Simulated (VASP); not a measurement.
Ru:

```xyz
2
Lattice="2.7039 0.0000 0.0000 -1.3519 2.3416 0.0000 0.0000 0.0000 4.2817" Properties=species:S:1:pos:R:3 pbc="T T T"
Ru    0.0000    1.5611    1.0704
Ru    1.3519    0.7805    3.2113
```

```yaml
Program: VASP 6.6.1
Task: relaxation of cell and atoms
Functional: PBEsol
Potentials_or_basis: VASP PAW PBE potentials, release 64 (Ru_pv)
Cutoff: 600 eV
k_mesh: 13 × 13 × 8
Occupations: fermi-dirac, width 0.1 eV
Spin: no spin polarisation
```

At the start: pressure -5.7 GPa; volume 13.55 Å³/atom.

**Question.** How do energy, volume and symmetry change on relaxing?

**Answer.** Over 6 steps the energy falls by 4.6 meV/atom and the volume is 13.33 Å³/atom (-1.7 %); space group P6_3/mmc (No. 194, to 0.05 Å).

Step by step:
| step | energy change (eV) | largest force (eV/Å) | pressure (GPa) | volume (Å³) |
| --- | --- | --- | --- | --- |
| 1 | 0.0000 | 0.0000 | -5.73 | 27.11 |
| 2 | 0.0824 | 0.0000 | 21.62 | 25.25 |
| 3 | -0.0090 | 0.0000 | -0.05 | 26.65 |
| 4 | -0.0090 | 0.0000 | 0.13 | 26.64 |
| 5 | -0.0091 | 0.0000 | -0.14 | 26.66 |
| 6 | -0.0092 | 0.0000 | 0.03 | 26.65 |

Final structure:
```
CELL_PARAMETERS angstrom
2.69308 0.00000 0.00000
-1.34654 2.33228 0.00000
0.00000 0.00000 4.24316
ATOMIC_POSITIONS crystal
Ru 0.33333 0.66667 0.25000
Ru 0.66667 0.33333 0.75000
```

Caveat: the PAW data sets were made with another functional, which shifts forces and pressure a little.
